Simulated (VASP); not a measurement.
Be, 1 atom in the cell. Symmetry: Pm-3m, No. 221, cubic system. Conventional cell: a = 2.173 Å, b = 2.173 Å, c = 2.173 Å, α = 90.00°, β = 90.00°, γ = 90.00°. Within 2.9 Å of Be (site symmetry m-3m) lie 6 Be at 2.17 Å. 

| Property | Result |
| --- | --- |
| Program | VASP 6.6.1 |
| Task | single point |
| Functional | PBE |
| Potentials or basis | VASP PAW PBE potentials, release 64 (Be) |
| Cutoff | 600 eV |
| k mesh | 20 × 20 × 20 |
| Occupations | fermi-dirac, width 0.1 eV |
| Spin | no spin polarisation |
| Dipole correction | no |
| Further INCAR settings | ALGO = Normal; EDIFF = 1e-06; NBANDS = 7 |

Potentials or basis: VASP PAW PBE potentials, release 64 (Be).

Launch:

```bash
$ cat potpaw_PBE.64/Be/POTCAR > POTCAR
$ mpirun -np 1 vasp_std > vasp.out
```

Hardware: 1 thread of AMD EPYC 7R13 (shared host).

Estimate the wall time of this run.

Wall time 40 s on 1 thread of AMD EPYC 7R13 (shared host), peak memory 0.1 GiB. Counts: scf iterations 9, k points 286.
